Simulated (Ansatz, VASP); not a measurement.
# MgS in VASP and in Ansatz

Contents of INCAR:

```
ALGO = Normal
EDIFF = 1E-6
ENCUT = 600
GGA = PS
GGA_COMPAT = False
ISIF = 2
ISMEAR = 0
LASPH = True
LCHARG = False
LREAL = False
LWAVE = False
NBANDS = 11
NELM = 120
PREC = Accurate
SIGMA = 0.1
```

The input KPOINTS:

```
k-points
0
Gamma
  6 6 6
```

POSCAR

```
MgS
1.0
    0.0000000000      2.7514331416      2.7514331416
    2.7514331416      0.0000000000      2.7514331416
    2.7514331416      2.7514331416      0.0000000000
Mg S
1 1
Direct
    0.0000000000      0.0000000000      0.0000000000
    0.5000000000      0.5000000000      0.5000000000
```

Input for Ansatz:

```yaml
crystal:
  lattice:
    - [0.0, 2.7514331416, 2.7514331416]
    - [2.7514331416, 0.0, 2.7514331416]
    - [2.7514331416, 2.7514331416, 0.0]
  atoms:
    - { symbol: Mg, position: [0.0, 0.0, 0.0] }
    - { symbol: S, position: [0.5, 0.5, 0.5] }
basis:
  ecutwfc: 420
kpoints:
  mp_grid: { grid: [6, 6, 6] }
hamiltonian:
  xc: pbesol
scf:
  occupations: { method: gaussian, width: 0.1 }
output:
  forces: true
  stress: true
  eigenvalues: true
```

Alike in both runs: task single point; functional PBEsol; k mesh 6 × 6 × 6; occupations gaussian, width 0.1 eV; no spin polarisation.

|  | VASP | Ansatz |
| --- | --- | --- |
| version | VASP 6.6.1 | Ansatz 0.2.0 |
| potentials or method | VASP PAW PBE potentials, release 64 (Mg, S), cutoff 600 eV | scalar-relativistic, plane waves, PAW |
| valence electrons in the cell | 8 | 16 |

|  | VASP | Ansatz | Ansatz less VASP |
| --- | --- | --- | --- |
| gap on the k mesh at the Fermi level (eV) | 2.34 | 2.35 | +0.009 |
| least direct gap on the mesh (eV) | 2.42 | 2.43 | +0.007 |
| pressure (GPa) | -9.9 | -9.7 | +0.18 |

VASP's potentials were made for PBE, not for PBEsol. The functional is the same, so the differences come from potentials, cutoffs and numerics. VASP's potentials hold 8 valence electrons a cell and Ansatz's 16, so a difference there can come from the potentials and not from the codes.
